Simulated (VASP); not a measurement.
The system is CuAu3.

```
Cu Au
1.0
     3.98000    0.00000    0.00000
     0.00000    3.98000    0.00000
     0.00000    0.00000    3.98000
Cu Au
1 3
Direct
  0.00000 0.00000 0.00000
  0.00000 0.50000 0.50000
  0.50000 0.00000 0.50000
  0.50000 0.50000 0.00000
```

| Quantity | Value |
| --- | --- |
| Program | VASP 6.6.1 |
| Task | relaxation of cell and atoms |
| Functional | r2SCAN |
| Potentials or basis | VASP PAW PBE potentials, release 64 (Cu, Au) |
| Cutoff | 600 eV |
| k mesh | 9 × 9 × 9 |
| Occupations | fermi-dirac, width 0.05 eV |
| Spin | no spin polarisation |

At the start: pressure 4.2 GPa; volume 15.76 Å³/atom.

Q: Where does the relaxation end?

A: Over 5 steps the energy falls by 5.0 meV/atom and the volume is 16.15 Å³/atom (+2.5 %); space group Pm-3m (No. 221, to 0.05 Å).

Step by step:
| step | energy change (eV) | largest force (eV/Å) | pressure (GPa) | volume (Å³) |
| --- | --- | --- | --- | --- |
| 1 | 0.0000 | 0.0000 | 4.19 | 63.04 |
| 2 | 0.0165 | 0.0000 | -4.95 | 66.88 |
| 3 | -0.0199 | 0.0000 | -0.06 | 64.63 |
| 4 | -0.0199 | 0.0000 | 0.07 | 64.60 |
| 5 | -0.0199 | 0.0000 | 0.01 | 64.60 |

Final structure:
```yaml
crystal:
  lattice:
    - [4.01238, 0.00000, 0.00000]
    - [0.00000, 4.01238, 0.00000]
    - [0.00000, 0.00000, 4.01238]
  atoms:
    - { symbol: Cu, position: [0.00000, 0.00000, 0.00000] }
    - { symbol: Au, position: [0.00000, 0.50000, 0.50000] }
    - { symbol: Au, position: [0.50000, 0.00000, 0.50000] }
    - { symbol: Au, position: [0.50000, 0.50000, 0.00000] }
```

Caveat: the PAW data sets were made with another functional, which shifts forces and pressure a little.
